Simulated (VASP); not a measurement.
# ZnAu (Pm-3m) in VASP: vibrations by perturbation theory with PBEsol

Aim: the vibrations by perturbation theory of ZnAu with PBEsol.

Program: VASP 6.6.1. These are calculated values, not measurements. Logs are shortened: lines on timing, memory, paths and dates and some standing lists are left out, and cuts for length are marked.

## Step 1: The cell of the first run

It takes space group Pm-3m (No. 221, cubic). Conventional cell: a = 3.128 Å, b = 3.128 Å, c = 3.128 Å, α = 90.00°, β = 90.00°, γ = 90.00°. Within 3.6 Å of Zn (site symmetry m-3m) lie 8 Au at 2.71 Å and 6 Zn at 3.13 Å. Within 3.6 Å of Au (site symmetry m-3m) lie 8 Zn at 2.71 Å and 6 Au at 3.13 Å.

## Step 2: Vibrations by perturbation theory, PBEsol

Input file INCAR:

```
PREC = Accurate
ENCUT = 520
EDIFF = 1E-8
ISMEAR = 1
SIGMA = 0.2
LREAL = False
LASPH = True
NELM = 60
ALGO = Normal
ISIF = 2
LWAVE = False
LCHARG = False
GGA = PS
IBRION = 8
NSW = 1
```

Input file KPOINTS:

```
Automatic mesh
0
Gamma
  12 12 12
```

Input file POSCAR:

```
ZnAu
1.0
    3.1275251033      0.0000000000      0.0000000000
    0.0000000000      3.1275251033      0.0000000000
    0.0000000000      0.0000000000      3.1275251033
Zn Au
1 1
Direct
    0.5000000000      0.5000000000      0.5000000000
    0.0000000000      0.0000000000      0.0000000000
```

Potentials or basis: VASP PAW PBE potentials, release 64 (Zn, Au).

On the command line:

```
$ cat potpaw_PBE.64/Zn/POTCAR potpaw_PBE.64/Au/POTCAR > POTCAR
$ mpirun -np 1 vasp_std > vasp.out
```

OUTCAR:

```text
PREC = Accurate
   ENCUT = 520
   EDIFF = 1E-8
   ISMEAR = 1
   LREAL = False
   LASPH = True
   NELM = 60
   ISIF = 2
   GGA = PS
   IBRION = 8
   NSW = 1

 ion  position               nearest neighbor table
   1  0.500  0.500  0.500-   2 2.71   2 2.71   2 2.71   2 2.71   2 2.71   2 2.71   2 2.71   2 2.71

   2  0.000  0.000  0.000-   1 2.71   1 2.71   1 2.71   1 2.71   1 2.71   1 2.71   1 2.71   1 2.71

  LATTYP: Found a simple cubic cell.
 ALAT       =     3.1275251033

  Lattice vectors:

 A1 = (   3.1275251033,   0.0000000000,   0.0000000000)
 A2 = (   0.0000000000,   3.1275251033,   0.0000000000)
 A3 = (   0.0000000000,   0.0000000000,   3.1275251033)

Analysis of symmetry for initial positions (statically):
=====================================================================
 Subroutine PRICEL returns:
 Original cell was already a primitive cell.

 Routine SETGRP: Setting up the symmetry group for a
 simple cubic supercell.

 Subroutine GETGRP returns: Found 48 space group operations
 (whereof 48 operations were pure point group operations)
 out of a pool of 48 trial point group operations.

The static configuration has the point symmetry O_h .

Analysis of symmetry for dynamics (positions and initial velocities):
=====================================================================
 Subroutine PRICEL returns:
 Original cell was already a primitive cell.

 Routine SETGRP: Setting up the symmetry group for a
 simple cubic supercell.

 Subroutine GETGRP returns: Found 48 space group operations
 (whereof 48 operations were pure point group operations)
 out of a pool of 48 trial point group operations.

The dynamic configuration has the point symmetry O_h .

 Subroutine INISYM returns: Found 48 space group operations
 (whereof 48 operations are pure point group operations),
 and found     1 'primitive' translations

----------------------------------------------------------------------------------------

[... 593 lines left out ...]

 VOLUME and BASIS-vectors are now :
 -----------------------------------------------------------------------------
  energy-cutoff  :      520.00
  volume of cell :       30.59
      direct lattice vectors                 reciprocal lattice vectors
     3.127525103  0.000000000  0.000000000     0.319741638  0.000000000  0.000000000
     0.000000000  3.127525103  0.000000000     0.000000000  0.319741638  0.000000000
     0.000000000  0.000000000  3.127525103     0.000000000  0.000000000  0.319741638

 POSITION                                       TOTAL-FORCE (eV/Angst)
 -----------------------------------------------------------------------------------
      1.56376      1.56376      1.56376         0.000000      0.000000      0.000000
      0.00000      0.00000      0.00000         0.000000      0.000000      0.000000
 -----------------------------------------------------------------------------------
    total drift:                                0.000000      0.000000     -0.000000

  FREE ENERGIE OF THE ION-ELECTRON SYSTEM (eV)
  ---------------------------------------------------
  free  energy   TOTEN  =        -5.9552442732 eV

  energy  without entropy=       -5.9561745741  energy(sigma->0) =       -5.95555437

[... ionic steps 2 to 3 ...]

--------------------------------------- Ionic step        4  -------------------------------------------

------------------------ aborting loop because EDIFF is reached ----------------------------------------

[... ionic steps 5 to 6 ...]

--------------------------------------- Ionic step        7  -------------------------------------------

 Free energy of the ion-electron system (eV)
  ---------------------------------------------------
  ---------------------------------------------------
  free energy    TOTEN  =        -0.28204632 eV

  energy without entropy =       -0.28204632

------------------------ aborting loop because EDIFF is reached ----------------------------------------

 INTERNAL STRAIN TENSOR  FOR ION    2  DIRECTION 1   (eV/Angst):
 -----------------------------------------------------------------------------
    -0.02188  0.00000  0.00000
     0.00000  0.00571  0.00000
    -0.00000  0.00000  0.00571

 INTERNAL STRAIN TENSOR FOR ION    2 for displacements in x,y,z  (eV/Angst):
          X           Y           Z          XY          YZ          ZX
  --------------------------------------------------------------------------------
  x     0.00000     0.00000     0.00000     0.00000     0.00000     0.00000
  y     0.00000     0.00000     0.00000     0.00000     0.00000     0.00000
  z     0.00000     0.00000     0.00000     0.00000     0.00000     0.00000

 SECOND DERIVATIVES (NOT SYMMETRIZED)
 ------------------------------------
               1X          1Y          1Z          2X          2Y          2Z
  1X    -3.762232   -0.000000   -0.000000    3.762232    0.000000    0.000000
  1Y    -0.000000   -3.762232   -0.000000    0.000000    3.762232    0.000000
  1Z    -0.000000   -0.000000   -3.762232    0.000000    0.000000    3.762232
  2X     3.831433   -0.000000    0.000000   -3.831433    0.000000   -0.000000
  2Y     0.000000    3.831433   -0.000000   -0.000000   -3.831433    0.000000
  2Z    -0.000000   -0.000000    3.831433    0.000000    0.000000   -3.831433

 Eigenvectors and eigenvalues of the dynamical matrix
 ----------------------------------------------------

   1 f  =    4.337748 THz    27.254875 2PiTHz  144.691703 cm-1    17.939477 meV
             X         Y         Z           dx          dy          dz
      1.563763  1.563763  1.563763     0.864479    0.000000   -0.000000
      0.000000  0.000000  0.000000    -0.502668   -0.000000    0.000000
[... 21 lines left out ...]
   6 f/i=    0.017178 THz     0.107931 2PiTHz    0.572987 cm-1     0.071041 meV
             X         Y         Z           dx          dy          dz
      1.563763  1.563763  1.563763    -0.314414   -0.392198    0.000000
      0.000000  0.000000  0.000000    -0.540723   -0.674495    0.000000

--------------------------------------------------------------------------------------------------------

 ELASTIC MODULI CONTR FROM IONIC RELAXATION (kBar)
 Direction    XX          YY          ZZ          XY          YZ          ZX
 --------------------------------------------------------------------------------
 XX           0.0000      0.0000      0.0000      0.0000      0.0000      0.0000
 YY           0.0000      0.0000      0.0000      0.0000      0.0000      0.0000
 ZZ           0.0000      0.0000      0.0000      0.0000      0.0000      0.0000
 XY           0.0000      0.0000      0.0000      0.0000      0.0000      0.0000
 YZ           0.0000      0.0000      0.0000      0.0000      0.0000      0.0000
 ZX           0.0000      0.0000      0.0000      0.0000      0.0000      0.0000
 --------------------------------------------------------------------------------
```

OSZICAR:

```text
N       E                     dE             d eps       ncg     rms          rms(c)
DAV:   1     0.125255556540E+03    0.12526E+03   -0.11797E+04  2544   0.200E+03
DAV:   2    -0.245632237037E+01   -0.12771E+03   -0.12365E+03  2646   0.345E+02
DAV:   3    -0.650580571827E+01   -0.40495E+01   -0.40179E+01  3003   0.703E+01
DAV:   4    -0.653155091168E+01   -0.25745E-01   -0.25739E-01  2996   0.490E+00
[... 39 lines left out ...]
RMM:   9    -0.282046810081E+00   -0.83581E-07   -0.49321E-09  9851   0.400E-04    0.357E-05
RMM:  10    -0.282046496211E+00    0.31387E-06   -0.21282E-10  9970   0.111E-04    0.128E-05
RMM:  11    -0.282046351266E+00    0.14494E-06   -0.40097E-11  9878   0.413E-05    0.194E-06
RMM:  12    -0.282046327323E+00    0.23943E-07   -0.24477E-10  9266   0.141E-05    0.568E-07
RMM:  13    -0.282046323400E+00    0.39233E-08   -0.29354E-10  5845   0.798E-06    0.608E-07
 Linear response finished
```

stdout:

```text
POSCAR found type information on POSCAR ZnAu
 POSCAR found :  2 types and       2 ions
 scaLAPACK will be used
 -----------------------------------------------------------------------------
|                                                                             |
|                                                                             |
|     You enforced a specific xc type in the INCAR file but a different       |
|     I HOPE YOU KNOW WHAT YOU ARE DOING!                                     |
|                                                                             |
 -----------------------------------------------------------------------------

 LDA part: xc-table for (Slater+PW92), standard interpolation
 POSCAR, INCAR and KPOINTS ok, starting setup
 FFT: planning ... GRIDC
 FFT: planning ... GRID_SOFT
 FFT: planning ... GRID
 WAVECAR not read
 entering main loop
 Linear response reoptimize wavefunctions to high precision
 Linear response DOF=           2
 Linear response progress:
 first order change of Fermi-energy  -0.67365E-05
 force on displaced ion       1 direction 1 :  -3.762   0.000  -0.000
 Linear response progress:
 first order change of Fermi-energy   0.43790E-03
 force on displaced ion       2 direction 1 :  -3.831   0.000  -0.000
 Linear response finished
```

Run time: 1.7 min. Hardware: 1 thread of Intel Xeon Platinum 8488C (Sapphire Rapids), shared host; peak memory 0.35 GiB.

Results:

* Highest phonon frequency at Γ, LO-TO splitting left out: 145 cm⁻¹

Phonon frequencies in cm⁻¹ (negative: imaginary):
```csv
q point,frequencies
"(0.000, 0.000, 0.000)",-1 -1 -1 145 145 145
```

Caveat: spin-orbit coupling is left out, which moves the levels of the heavy elements.
